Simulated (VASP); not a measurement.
# Mo (Fm-3m) in VASP: notebook, part 3 of 3

VASP 6.6.1. Earlier steps stand in the parts before.

## Step 5: Single point, LDA

This run uses another cell than the first one, of 15.20 Å³/atom.

Input file INCAR:

```
ALGO = Normal
EDIFF = 1E-6
ENCUT = 500
GGA_COMPAT = False
ISIF = 2
ISMEAR = 1
LASPH = True
LCHARG = True
LELF = True
LREAL = False
LVHAR = True
LWAVE = False
NBANDS = 13
NELM = 120
PREC = Accurate
SIGMA = 0.1
```

Input file KPOINTS:

```
k-points
0
Gamma
  10 10 10
```

Input file POSCAR:

```
Mo
1.0
    0.0000000000      1.9662748952      1.9662748952
    1.9662748952      0.0000000000      1.9662748952
    1.9662748952      1.9662748952      0.0000000000
Mo
1
Direct
    0.0000000000      0.0000000000      0.0000000000
```

Potentials or basis: VASP PAW LDA potentials, release 64 (Mo_sv).

The run is started by

```
> cat potpaw_LDA.64/Mo_sv/POTCAR > POTCAR
> mpirun -np 1 vasp_std > vasp.out
```

OUTCAR:

```text
EDIFF = 1E-6
   ENCUT = 500
   ISIF = 2
   ISMEAR = 1
   LASPH = True
   LREAL = False
   NELM = 120
   PREC = Accurate

 ion  position               nearest neighbor table
   1  0.000  0.000  0.000-

  LATTYP: Found a face centered cubic cell.
 ALAT       =     3.9325497904

  Lattice vectors:

 A1 = (   0.0000000000,   1.9662748952,   1.9662748952)
 A2 = (   1.9662748952,   0.0000000000,   1.9662748952)
 A3 = (   1.9662748952,   1.9662748952,   0.0000000000)

Analysis of symmetry for initial positions (statically):
=====================================================================
 Subroutine PRICEL returns:
 Original cell was already a primitive cell.

 Routine SETGRP: Setting up the symmetry group for a
 face centered cubic supercell.

 Subroutine GETGRP returns: Found 48 space group operations
 (whereof 48 operations were pure point group operations)
 out of a pool of 48 trial point group operations.

The static configuration has the point symmetry O_h .

Analysis of symmetry for dynamics (positions and initial velocities):
=====================================================================
 Subroutine PRICEL returns:
 Original cell was already a primitive cell.

 Routine SETGRP: Setting up the symmetry group for a
 face centered cubic supercell.

 Subroutine GETGRP returns: Found 48 space group operations
 (whereof 48 operations were pure point group operations)
 out of a pool of 48 trial point group operations.

The dynamic configuration has the point symmetry O_h .

 Subroutine INISYM returns: Found 48 space group operations
 (whereof 48 operations are pure point group operations),
 and found     1 'primitive' translations

----------------------------------------------------------------------------------------

                                     Primitive cell

  volume of cell :      15.2042

  direct lattice vectors                    reciprocal lattice vectors
     0.000000000  1.966274895  1.966274895    -0.254287944  0.254287944  0.254287944
     1.966274895  0.000000000  1.966274895     0.254287944 -0.254287944  0.254287944
[... 112 lines left out ...]
   LEPSILON=     F    determine dielectric tensor
   LRPA    =     F    only Hartree local field effects (RPA)
 non-spin polarized calculation
 Methfessel and Paxton  Order N= 1 SIGMA  =   0.10
  energy-cutoff  :      500.00
  volume of cell :       15.20
 maximum number of plane-waves:       396
   NGX = 11   NGY = 11   NGZ = 11

 number of electron      14.0000002 magnetization

 Free energy of the ion-electron system (eV)
  ---------------------------------------------------
  ext. energy  EPLUGINS =         0.00000000
  ---------------------------------------------------
  free energy    TOTEN  =       -11.70645585 eV

  energy without entropy =      -11.70867357  energy(sigma->0) =      -11.70719509

 E-fermi :  12.5268     XC(G=0): -13.7391

 val. band max:       12.4425431530   @ k =  -0.2000   0.1000   0.0000
 cond. band min:      12.5918428480   @ k =  -0.4000   0.4000   0.1000
 fundamental gap:      0.1492996950
 Fermi energy:        12.5268379513

 k-point     1 :       0.0000    0.0000    0.0000
  band No.  band energies     occupation
      1     -47.8521      2.00000
      2     -21.2466      2.00000
      3     -21.2466      2.00000
      4     -21.2466      2.00000
      5       5.6040      2.00000
      6      11.6868      2.00000
      7      11.6868      2.00000
      8      11.6868      2.00000
      9      14.5587      0.00000
     10      14.5587      0.00000
     11      25.6141      0.00000
     12      31.0606      0.00000
     13      31.0606      0.00000
[... 354 lines left out ...]
  band No.  band energies     occupation
      1     -47.5485      2.00000
      2     -22.4383      2.00000
      3     -21.7281      2.00000
      4     -21.6758      2.00000
      5       8.0617      2.00000
      6       8.6847      2.00000
      7      13.1600     -0.00000
      8      14.8404      0.00000
      9      16.6525      0.00000
     10      16.6785      0.00000
     11      27.3266      0.00000
     12      28.7538      0.00000
     13      29.8518      0.00000

 [... further k-points ...]

------------------------ aborting loop because EDIFF is reached ----------------------------------------

  FORCE on cell =-STRESS in cart. coord.  units (eV):
  Direction    XX          YY          ZZ          XY          YZ          ZX
  --------------------------------------------------------------------------------------
  -------------------------------------------------------------------------------------
  Total        0.1022769      0.1022769      0.1022769      0.0000000      0.0000000      0.0000000
  in kB       10.7776886     10.7776886     10.7776886      0.0000000      0.0000000      0.0000000
  external PRESSURE =      10.7776886 kB  Pullay stress =       0.0000000 kB

 VOLUME and BASIS-vectors are now :
 -----------------------------------------------------------------------------
  energy-cutoff  :      500.00
  volume of cell :       15.20
      direct lattice vectors                 reciprocal lattice vectors
     0.000000000  1.966274895  1.966274895    -0.254287944  0.254287944  0.254287944
     1.966274895  0.000000000  1.966274895     0.254287944 -0.254287944  0.254287944
     1.966274895  1.966274895  0.000000000     0.254287944  0.254287944 -0.254287944

 POSITION                                       TOTAL-FORCE (eV/Angst)
 -----------------------------------------------------------------------------------
      0.00000      0.00000      0.00000         0.000000      0.000000     -0.000000
 -----------------------------------------------------------------------------------
    total drift:                                0.000000      0.000000      0.000000

  FREE ENERGIE OF THE ION-ELECTRON SYSTEM (eV)
  ---------------------------------------------------
  free  energy   TOTEN  =       -11.7064558488 eV

  energy  without entropy=      -11.7086735738  energy(sigma->0) =      -11.70719509
```

OSZICAR:

```text
N       E                     dE             d eps       ncg     rms          rms(c)
DAV:   1     0.920541438198E+02    0.92054E+02   -0.76994E+03  1238   0.108E+03
DAV:   2    -0.111709680455E+02   -0.10323E+03   -0.99515E+02  1332   0.313E+02
DAV:   3    -0.123264005372E+02   -0.11554E+01   -0.11529E+01  1387   0.340E+01
DAV:   4    -0.123291926567E+02   -0.27921E-02   -0.27920E-02  1332   0.197E+00
DAV:   5    -0.123292106508E+02   -0.17994E-04   -0.17993E-04  1397   0.146E-01    0.159E+01
DAV:   6    -0.117887566435E+02    0.54045E+00   -0.66569E-01  1262   0.102E+01    0.435E+00
DAV:   7    -0.117120666217E+02    0.76690E-01   -0.11839E-01  1337   0.394E+00    0.736E-01
DAV:   8    -0.117064314002E+02    0.56352E-02   -0.44147E-03  1237   0.808E-01    0.178E-01
DAV:   9    -0.117064447239E+02   -0.13324E-04   -0.11549E-04  1360   0.128E-01    0.669E-02
DAV:  10    -0.117064558970E+02   -0.11173E-04   -0.60101E-06  1287   0.287E-02    0.179E-03
DAV:  11    -0.117064558488E+02    0.48201E-07   -0.19637E-07   656   0.574E-03
   1 F= -.11706456E+02 E0= -.11707195E+02  d E =0.221773E-02
```

stdout:

```text
POSCAR found type information on POSCAR Mo
 POSCAR found :  1 types and       1 ions
 scaLAPACK will be used
 LDA part: xc-table for (Slater(with rela. corr.)+CA(PZ))
 , standard interpolation
 POSCAR, INCAR and KPOINTS ok, starting setup
 FFT: planning ... GRIDC
 FFT: planning ... GRID_SOFT
 FFT: planning ... GRID
 WAVECAR not read
 entering main loop
```

Run time: 4.4 s. Hardware: 1 thread of Intel Xeon Platinum 8559C (Emerald Rapids), shared host; peak memory 0.12 GiB.

Results:

| Quantity | Value |
| --- | --- |
| Free energy | -11.7065 eV |
| Pressure | 1.1 GPa |
| Band gap on the k mesh | zero (bands 7 and 8 overlap by 5.08 eV) |

## Step 6: Relaxation of cell and atoms, LDA

This run uses another cell than the first one, of 15.52 Å³/atom.

Input file INCAR:

```
SYSTEM = Mo
ALGO     = Normal         ! electronic algorithm
EDIFF    = 1E-7           ! SCF threshold, eV
EDIFFG   = -0.03          ! ionic threshold
ENCUT    = 500            ! plane-wave cutoff, eV
GGA      = CA             ! functional
GGA_COMPAT= .FALSE.      
IBRION   = 2              ! ionic algorithm
ISIF     = 3              ! what is computed and relaxed
ISMEAR   = 1              ! smearing method
LASPH    = .TRUE.         ! aspherical terms in the spheres
LCHARG   = .FALSE.        ! write CHGCAR
LREAL    = .FALSE.        ! projectors in reciprocal space
LWAVE    = .FALSE.        ! write WAVECAR
NELM     = 120            ! most SCF steps
NELMIN   = 4            
NSW      = 80             ! ionic steps
PREC     = Accurate       ! precision mode
SIGMA    = 0.1            ! smearing width, eV
```

Input file KPOINTS:

```
k-points
0
G
  10 10 10
  0 0 0
```

Input file POSCAR:

```
Mo
1.0
    0.0000000000      1.9800000000      1.9800000000
    1.9800000000      0.0000000000      1.9800000000
    1.9800000000      1.9800000000      0.0000000000
Mo
1
Direct
    0.0000000000      0.0000000000      0.0000000000
```

Potentials or basis: VASP PAW LDA potentials, release 64 (Mo_sv).

The run is started by

```
> cat potpaw_LDA.64/Mo_sv/POTCAR > POTCAR
> mpirun -np 1 vasp_std > vasp.out
```

OUTCAR:

```text
SYSTEM = Mo
   EDIFF = 1E-7
   EDIFFG = -0.03
   ENCUT = 500
   GGA = CA
   IBRION = 2
   ISIF = 3
   ISMEAR = 1
   LASPH = .TRUE.
   LREAL = .FALSE.
   NELM = 120
   NELMIN = 4
   NSW = 80
   PREC = Accurate

 ion  position               nearest neighbor table
   1  0.000  0.000  0.000-

  LATTYP: Found a face centered cubic cell.
 ALAT       =     3.9600000000

  Lattice vectors:

 A1 = (   0.0000000000,   1.9800000000,   1.9800000000)
 A2 = (   1.9800000000,   0.0000000000,   1.9800000000)
 A3 = (   1.9800000000,   1.9800000000,   0.0000000000)

Analysis of symmetry for initial positions (statically):
=====================================================================
 Subroutine PRICEL returns:
[... 259 lines left out ...]
      1     -47.9206      2.00000
      2     -21.3259      2.00000
      3     -21.3259      2.00000
      4     -21.3259      2.00000
      5       5.5467      2.00000
      6      11.6255      2.00000
      7      11.6255      2.00000
      8      11.6255      2.00000
      9      14.4797      0.00000
     10      14.4797      0.00000
     11      25.5448      0.00000
[... 309 lines left out ...]
 k-point    24 :       0.4000    0.3000    0.0000
  band No.  band energies     occupation
      1     -47.6221      2.00000
      2     -22.5018      2.00000
      3     -21.8010      2.00000
      4     -21.7495      2.00000
      5       8.0148      2.00000
      6       8.6394      2.00000
      7      13.0818     -0.00000
      8      14.7606      0.00000
      9      16.5597      0.00000
     10      16.5862      0.00000
     11      27.2076      0.00000

 [... further k-points ...]

------------------------ aborting loop because EDIFF is reached ----------------------------------------

  FORCE on cell =-STRESS in cart. coord.  units (eV):
  Direction    XX          YY          ZZ          XY          YZ          ZX
  --------------------------------------------------------------------------------------
  -------------------------------------------------------------------------------------
  Total       -0.0084727     -0.0084727     -0.0084727     -0.0000000      0.0000000      0.0000000
  in kB       -0.8890532     -0.8890532     -0.8890532     -0.0000000      0.0000000      0.0000000
  external PRESSURE =      -0.8890532 kB  Pullay stress =       0.0000000 kB
[... 16 lines left out ...]
  FREE ENERGIE OF THE ION-ELECTRON SYSTEM (eV)
  ---------------------------------------------------
  free  energy   TOTEN  =       -11.7068376163 eV

  energy  without entropy=      -11.7088673985  energy(sigma->0) =      -11.70751421

 reached required accuracy - stopping structural energy minimisation
```

It took 8.5 s on 1 thread of Intel Xeon Platinum 8559C (Emerald Rapids), shared host; peak memory 0.12 GiB.

What came out:

```
Free energy                           : -11.7068 eV
Relaxed volume                        : 15.27 Å³/atom
Relaxed cell                          : a = 2.785 Å, b = 2.785 Å, c = 2.785 Å, α = 60.00°, β = 60.00°, γ = 60.00°
Space group after relaxing (to 0.1 Å) : Fm-3m (No. 225)
Energy gained by relaxing             : 3.7 meV/atom
Ionic steps                           : 3
Pressure after relaxing               : -0.1 GPa
Band gap on the k mesh                : zero (bands 7 and 8 overlap by 5.05 eV)
```

The path:
| step | energy change (eV) | largest force (eV/Å) | pressure (GPa) | volume (Å³) |
| --- | --- | --- | --- | --- |
| 1 | 0.0000 | 0.0000 | -4.43 | 15.52 |
| 2 | 0.0248 | 0.0000 | 13.90 | 14.58 |
| 3 | -0.0037 | 0.0000 | -0.09 | 15.27 |

Final structure:
```
Mo
1.0
     0.00000    1.96906    1.96906
     1.96906    0.00000    1.96906
     1.96906    1.96906    0.00000
Mo
1
Direct
  0.00000 0.00000 0.00000
```

Levels at points of the mesh, in eV from the Fermi level:
| k point | band 4 | band 5 | band 6 | band 7 | band 8 | band 9 | band 10 | band 11 |
| --- | --- | --- | --- | --- | --- | --- | --- | --- |
| (0.00, 0.00, 0.00) | -33.78 | -6.91 | -0.83 | -0.83 | -0.83 | 2.02 | 2.02 | 13.09 |
| (0.50, 0.00, 0.00) | -33.98 | -4.89 | -1.05 | -1.05 | 1.74 | 4.27 | 4.27 | 11.78 |
| (0.50, 0.50, 0.00) | -34.33 | -5.34 | -4.62 | 4.21 | 4.31 | 4.93 | 4.93 | 12.79 |

## Step 7: The runs side by side

```tsv
task	cell	gap on the mesh (eV)	pressure (GPa)
single point	a = 2.735 Å, angles 60.0°, 1 atom	none	16.6
single point	a = 2.697 Å, angles 60.0°, 1 atom	none	31.7
single point	a = 2.665 Å, angles 60.0°, 1 atom	none	46.7
single point	a = 2.781 Å, angles 60.0°, 1 atom	none	1.1
relaxation of cell and atoms	relaxed from a = 2.800 Å, angles 60.0°, 1 atom	none	-0.1
```

Alike in all rows: level LDA; potentials or basis VASP PAW LDA potentials, release 64 (Mo_sv); no spin polarisation; k mesh 10 × 10 × 10; cutoff (eV) 500; smearing methfessel-paxton 0.1 eV.

Caveats: the cell stands under pressure (at least some runs).

Absolute energies hang on the potentials; compare differences alone.
